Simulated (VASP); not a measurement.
Here is a VASP 6.6.1 calculation.

The input INCAR:

```
SYSTEM = Ta2N
ALGO     = Normal         ! electronic algorithm
EDIFF    = 1E-6           ! SCF threshold, eV
ENCUT    = 520            ! plane-wave cutoff, eV
GGA      = CA             ! functional
ISIF     = 2              ! what is computed and relaxed
ISMEAR   = 0              ! smearing method
LASPH    = .TRUE.         ! aspherical terms in the spheres
LCHARG   = .FALSE.        ! write CHGCAR
LREAL    = .FALSE.        ! projectors in reciprocal space
LWAVE    = .FALSE.        ! write WAVECAR
NBANDS   = 20             ! bands
NELM     = 100            ! most SCF steps
PREC     = Accurate       ! precision mode
SIGMA    = 0.15           ! smearing width, eV
```

The input KPOINTS:

```
k-points
0
G
  15 15 8
  0 0 0
```

File POSCAR:

```
Ta2N
1.0
    3.0618406011     -0.0714939780      0.0000000000
   -1.5928359018      2.6873787319      0.0000000000
    0.0000000000      0.0000000000      5.0107231719
Ta N
2 1
Direct
    0.6666666667      0.3333333333      0.7466885012
    0.3333333333      0.6666666667      0.2533114988
    0.0000000000      0.0000000000      0.0000000000
```

Potentials or basis: VASP PAW LDA potentials, release 64 (Ta_pv, N).

The run is started by

```sh
$ cat potpaw_LDA.64/Ta_pv/POTCAR potpaw_LDA.64/N/POTCAR > POTCAR
$ mpirun -np 1 vasp_std > vasp.out
```

**Question.** Predict the pressure.

**Answer.** -11.1 GPa.

**Question.** Predict the band gap on the k mesh.

**Answer.** Zero (an odd number of electrons rules out a gap without spin polarisation).

**Question.** Predict the largest force.

**Answer.** 0.146 eV/Å.

Stress tensor (GPa, compression positive):
```
 -8.10   6.71  -2.48
  6.71  -8.19  -0.10
 -2.48  -0.10 -17.05
```

Caveat: the cell differs from its parent crystal (engineering shear strain xy -0.0467, normal strain along z +0.0467); the stress differs along the axes, from -17 to -8 GPa; spin-orbit coupling is left out, which moves the levels of the heavy elements.
